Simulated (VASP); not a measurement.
# H16CO10 in VASP: notebook, part 2 of 2

VASP 6.6.1. The steps go on from the part before.

## 3. Single point, PBE+D3(BJ)

INCAR

```
SYSTEM = H16CO10
PREC = Accurate ; ENCUT = 520
EDIFF = 1E-6 ; ISMEAR = -1
SIGMA = 0.02 ; LREAL = Auto
LASPH = .True. ; NELM = 60
ALGO = Normal ; ISIF = 2
LWAVE = .False. ; LCHARG = .False.
GGA = PE ; IVDW = 12
NBANDS = 59
```

KPOINTS

```
Automatic mesh
0
Gamma
  1 1 1
  0 0 0
```

POSCAR

```
H16CO10
1.0
    6.9561890000      0.0000000000      0.0000000000
    0.0000000000      6.9561890000      0.0000000000
    0.0000000000      0.0000000000      6.9561890000
O H C
10 16 1
Direct
    0.3898973993      0.7205669656      0.4343757767
    0.6959270371      0.7699330769      0.7348851505
    0.9986502667      0.2051554378      0.2216874786
    0.3053252291     -0.0120612019      0.1887671540
    0.9693813667      0.0304764577      0.5816403206
    0.2435672751      0.1643716121      0.8250207118
    0.1628477892      0.5406121082      0.6657524688
   -0.1093702313      0.5408852462      0.3336453337
    0.4528054082      0.4462213433      0.1045687517
    0.6762754721      0.3124268188     -0.1046981328
    0.3526356170      0.8167546914      0.3349391456
    0.4446400177      0.6179101804      0.3547344674
    0.6916287065      0.6342984643      0.7410091934
    0.5799583651      0.7888227304      0.6538062724
    0.9692088585      0.1936836391      0.0886692412
    0.9615034899      0.3331996874      0.2740293572
    0.1978525885      0.0714184160      0.2259283064
    0.2889656966     -0.0009631711      0.0507749286
    0.9528493260      0.0504011608      0.4408304605
    0.8699016085     -0.0521262433      0.6301438906
    0.1750096209      0.1052731603      0.7224070536
    0.2408646459      0.2979792527      0.7777822023
    0.1424055614      0.6463884176      0.7585619080
    0.2560597477      0.6100754307      0.5735036814
   -0.0644462075      0.5466498969      0.4677704990
   -0.0291107674      0.6247817591      0.2672727840
    0.5622618937      0.3652718464      0.0096460864
```

Potentials or basis: VASP PAW PBE potentials, release 64 (O, H, C).

The run is started by

```sh
$ cat potpaw_PBE.64/O/POTCAR potpaw_PBE.64/H/POTCAR potpaw_PBE.64/C/POTCAR > POTCAR
$ mpirun -np 1 vasp_gam > vasp.out
```

OUTCAR:

```text
SYSTEM = H16CO10
   PREC = Accurate
   ENCUT = 520
   EDIFF = 1E-6
   ISMEAR = -1
   LREAL = Auto
   LASPH = .True.
   NELM = 60
   ISIF = 2
   GGA = PE
   IVDW = 12
 IVDW          = 12

 ion  position               nearest neighbor table
   1  0.390  0.721  0.434-  12 0.98  11 1.00
   2  0.696  0.770  0.735-  13 0.94  14 0.99
   3  0.999  0.205  0.222-  15 0.95  16 1.00
   4  0.305  0.988  0.189-  18 0.97  17 0.98
   5  0.969  0.030  0.582-  20 0.96  19 1.00
   6  0.244  0.164  0.825-  21 0.95  22 0.99
   7  0.163  0.541  0.666-  23 0.99  24 1.03
   8  0.891  0.541  0.334-  26 0.93  25 0.98
   9  0.453  0.446  0.105-  27 1.15
  10  0.676  0.312  0.895-  27 1.18
  11  0.353  0.817  0.335-   1 1.00
  12  0.445  0.618  0.355-   1 0.98
  13  0.692  0.634  0.741-   2 0.94
  14  0.580  0.789  0.654-   2 0.99
[... 10 lines left out ...]
  25  0.936  0.547  0.468-   8 0.98
  26  0.971  0.625  0.267-   8 0.93
  27  0.562  0.365  0.010-   9 1.15  10 1.18

  LATTYP: Found a simple cubic cell.
 ALAT       =     6.9561890000

  Lattice vectors:

 A1 = (   6.9561890000,   0.0000000000,   0.0000000000)
 A2 = (   0.0000000000,   6.9561890000,   0.0000000000)
 A3 = (   0.0000000000,   0.0000000000,   6.9561890000)

Analysis of symmetry for initial positions (statically):
=====================================================================
 Subroutine PRICEL returns:
 Original cell was already a primitive cell.

 Routine SETGRP: Setting up the symmetry group for a
 simple cubic supercell.

 Subroutine GETGRP returns: Found  1 space group operations
 (whereof  1 operations were pure point group operations)
 out of a pool of 48 trial point group operations.

The static configuration has the point symmetry C_1 .

Analysis of symmetry for dynamics (positions and initial velocities):
[... 157 lines left out ...]
     AMIX_MAG =   1.60;   BMIX_MAG =  1.00
  volume/ion in A,a.u.               =      12.47        84.13
  Fermi-wavevector in a.u.,A,eV,Ry     =   1.014067  1.916309 13.991313  1.028333
  Thomas-Fermi vector in A             =   2.147273
   LORBIT       =      0    0 simple, 1 ext, 2 COOP (PROOUT), +10 PAW based schemes
   GGA     = PE    functional components
   LHFCALC =     F    Hartree Fock is set to
   AEXX    =    0.0000 exact exchange contribution
   IVDW    =    12    specifies the selected vdW correction
   LEPSILON=     F    determine dielectric tensor
   LRPA    =     F    only Hartree local field effects (RPA)
 non-spin polarized calculation
  energy-cutoff  :      520.00
  volume of cell :      336.60
 maximum number of plane-waves:      4523
 NGX is ok and might be reduce to    50
   NGX = 25   NGY = 25   NGZ = 25

 number of electron      80.0000017 magnetization

 Free energy of the ion-electron system (eV)
  ---------------------------------------------------
  ext. energy  EPLUGINS =         0.00000000
  ---------------------------------------------------
  free energy    TOTEN  =      -139.39763433 eV

  energy without entropy =     -139.39763433  energy(sigma->0) =     -139.39763433

 E-fermi :  -3.1158     XC(G=0):  -6.2705

 val. band max:       -3.7102716139   @ k =   0.0000   0.0000   0.0000
 cond. band min:       0.5139159245   @ k =   0.0000   0.0000   0.0000
 fundamental gap:      4.2241875384
 Fermi energy:        -3.1157811400

 k-point     1 :       0.0000    0.0000    0.0000
  band No.  band energies     occupation
      1     -26.5012      2.00000
      2     -25.2945      2.00000
      3     -23.4383      2.00000
      4     -22.8835      2.00000
      5     -22.6908      2.00000
      6     -22.5027      2.00000
[... 44 lines left out ...]
     51       5.8669      0.00000
     52       5.9899      0.00000
 [bands above 52 left out]

------------------------ aborting loop because EDIFF is reached ----------------------------------------

 Edisp (eV)   -0.84198

 E8    (eV) :    -0.1778

  FORCE on cell =-STRESS in cart. coord.  units (eV):
  Direction    XX          YY          ZZ          XY          YZ          ZX
  --------------------------------------------------------------------------------------
  -------------------------------------------------------------------------------------
  Total       2.93289     4.13395     2.14816    -0.34659     0.82732    -2.05726
  in kB      13.96020    19.67711    10.22500    -1.64972     3.93793    -9.79233
  external pressure =       14.62 kB  Pullay stress =        0.00 kB

 VOLUME and BASIS-vectors are now :
 -----------------------------------------------------------------------------
  energy-cutoff  :      520.00
  volume of cell :      336.60
      direct lattice vectors                 reciprocal lattice vectors
     6.956189000  0.000000000  0.000000000     0.143756876  0.000000000  0.000000000
     0.000000000  6.956189000  0.000000000     0.000000000  0.143756876  0.000000000
     0.000000000  0.000000000  6.956189000     0.000000000  0.000000000  0.143756876

 POSITION                                       TOTAL-FORCE (eV/Angst)
 -----------------------------------------------------------------------------------
      2.71220      5.01240      3.02160         0.611290     -0.751314     -0.032851
      4.84100      5.35580      5.11200        -0.894887      1.273756     -0.484682
      6.94680      1.42710      1.54210         0.326733     -0.792251      1.186060
      2.12390      6.87229      1.31310         0.176119     -0.406649      0.087986
      6.74320      0.21200      4.04600         0.828271      0.588850     -0.999982
      1.69430      1.14340      5.73900         0.892377      0.916317      0.867123
[... 19 lines left out ...]
      6.75369      4.34610      1.85920         1.427102      1.673340     -1.157263
      3.91120      2.54090      0.06710         1.666004     -0.095635     -2.168714
 -----------------------------------------------------------------------------------
    total drift:                               -0.000516      0.005802     -0.012630

  FREE ENERGIE OF THE ION-ELECTRON SYSTEM (eV)
  ---------------------------------------------------
  free  energy   TOTEN  =      -140.2396110185 eV

  energy  without entropy=     -140.2396110185  energy(sigma->0) =     -140.23961102
```

It took 75 s on 1 thread of AMD EPYC 7R13, shared host; peak memory 0.31 GiB.

Results:

```yaml
Free_energy: -140.2396 eV
Pressure: 1.5 GPa
Largest_force: 2.736 eV/Å
Dispersion_energy_per_atom: -0.031 eV
```

Forces in eV/Å, atoms in the order of the input:
```
O    0.611 -0.751 -0.033
O   -0.895  1.274 -0.485
O    0.327 -0.792  1.186
O    0.176 -0.407  0.088
O    0.828  0.589 -1.000
O    0.892  0.916  0.867
O    0.253  0.995  0.209
O   -1.499 -1.374  1.424
O   -1.542  0.546  1.726
O   -0.107 -0.419  0.542
H   -0.258  0.711 -0.231
H    0.107  0.080  0.233
H    0.500 -1.691  0.307
H    0.340  0.400  0.034
H   -0.313  0.232 -1.089
H   -0.194  0.232 -0.383
H   -0.319  0.489  0.578
H    0.471 -0.001 -0.740
H   -0.079 -0.037  0.735
H   -0.719 -0.683  0.185
H   -1.142 -1.093 -1.130
H   -0.036  0.154  0.334
H   -0.154 -0.667 -0.274
H   -0.545 -0.371  0.166
H    0.203  0.089  0.074
H    1.427  1.673 -1.157
C    1.666 -0.096 -2.169
```

Caveat: the k points lie up to 0.90 Å⁻¹ apart, too coarse for converged energies, forces and pressures; the atoms stand as in a frame of molecular dynamics.

## 4. Single point, PBE+D3(BJ)

INCAR

```
SYSTEM = H16CO10
  ALGO = Normal
  EDIFF = 1E-6
  ENCUT = 520
  GGA = PE
  ISIF = 2
  ISMEAR = -1
  IVDW = 12
  LASPH = .True.
  LCHARG = .False.
  LREAL = Auto
  LWAVE = .False.
  NBANDS = 59
  NELM = 100
  PREC = Accurate
  SIGMA = 0.02
```

KPOINTS

```
k-points
0
Gamma
  1 1 1
  0 0 0
```

POSCAR

```
H16CO10
1.0
    6.9561890000      0.0000000000      0.0000000000
    0.0000000000      6.9561890000      0.0000000000
    0.0000000000      0.0000000000      6.9561890000
O H C
10 16 1
Direct
    0.4577075177      0.7114959067      0.4438781062
    0.6899036240      0.7431080438      0.7528260086
    0.9865890648      0.1952937161      0.1823124702
    0.3147988072     -0.0474972719      0.1660966946
    0.9810544251     -0.0194646810      0.5926377216
    0.2081312052      0.2016908971      0.8272633190
    0.1554011830      0.5598611539      0.6472940859
   -0.0991203661      0.5964329031      0.3011275283
    0.4960474766      0.4506634308      0.1198932346
    0.6366848284      0.2902738842     -0.1409392413
    0.4021311094      0.7831443338      0.3348816428
    0.5513507468      0.6201527877      0.3862172233
    0.8103143833      0.7077582280      0.6911399331
    0.5858380214      0.7632196307      0.6569257966
    1.0365014522      0.2204080424      0.0507030502
    0.9782942930      0.3327540410      0.2301978857
    0.2062911172      0.0341710094      0.2035453608
    0.3501629987     -0.0337253631      0.0338834957
    0.9576364299      0.0710877752      0.4816142862
    0.8679033879     -0.0417901239      0.6744353841
    0.1168168375      0.1254278744      0.7363227192
    0.2050691837      0.3288582297      0.7667560499
    0.1423480587      0.6776124110      0.7256272077
    0.2631613373      0.5861830379      0.5602205460
   -0.0171501953      0.5955847376      0.4119497041
   -0.0792531658      0.7244627770      0.2377307460
    0.5645763794      0.3764273800     -0.0179121068
```

The run is started by

```sh
$ cat potpaw_PBE.64/O/POTCAR potpaw_PBE.64/H/POTCAR potpaw_PBE.64/C/POTCAR > POTCAR
$ mpirun -np 1 vasp_gam > vasp.out
```

Run time: 71 s. Hardware: 1 thread of AMD EPYC 7R13, shared host; peak memory 0.31 GiB.

The run converged. Its results:

```
Free energy                : -140.2778 eV
Pressure                   : -1.2 GPa
Largest force              : 2.379 eV/Å
Dispersion energy per atom : -0.031 eV
```

Forces in eV/Å, atoms in the order of the input:
```
O    0.441 -0.971  0.030
O   -0.011  0.476  0.802
O    0.133  1.540  0.314
O    0.203 -0.967  1.346
O    0.526  0.776 -0.778
O   -1.346 -0.954 -0.784
O   -0.746  0.245  0.541
O   -0.575  0.891 -1.421
O    0.203 -0.157 -1.044
O    0.582 -0.437 -1.269
H   -0.028  0.485 -0.348
H   -0.512  0.573  0.184
H   -0.560 -0.364 -0.449
H    0.716 -0.254 -0.320
H    0.159 -0.431 -0.029
H   -0.161 -1.079 -0.292
H   -0.024  0.380 -0.608
H   -0.204  0.546 -0.638
H   -0.310 -1.023  1.111
H   -0.475  0.435 -0.512
H    1.120  0.530  0.988
H    0.025  0.355  0.030
H    0.226 -0.550 -0.485
H    0.653  0.485 -0.247
H    0.717  0.207  1.003
H   -0.094 -1.262  0.646
C   -0.656  0.524  2.226
```

Stress tensor (GPa, compression positive):
```
-0.64  0.15  0.30
 0.15 -1.88  0.44
 0.30  0.44 -1.06
```

Levels at points of the mesh, in eV from the Fermi level:
```tsv
k point	band 38	band 39	band 40	band 41	band 42	band 43
(0.00, 0.00, 0.00)	-0.87	-0.85	-0.53	3.94	6.00	6.23
```

Caveat: the k points lie up to 0.90 Å⁻¹ apart, too coarse for converged energies, forces and pressures; the atoms stand as in a frame of molecular dynamics.

## 5. The runs side by side

```csv
cell,pressure (GPa),largest force (eV/Å)
"as given, atomic positions A",0.7,2.87
"as given, atomic positions B",1.5,2.74
"as given, atomic positions C",-1.2,2.38
```

Alike in all rows: task single point; level PBE+D3(BJ); potentials or basis VASP PAW PBE potentials, release 64 (O, H, C); no spin polarisation; k mesh 1 × 1 × 1; cutoff (eV) 520; smearing fermi-dirac 0.02 eV.

Caveats: all runs use coarse meshes; the atoms stand as in a frame of molecular dynamics.

Absolute energies hang on the potentials; compare differences alone.
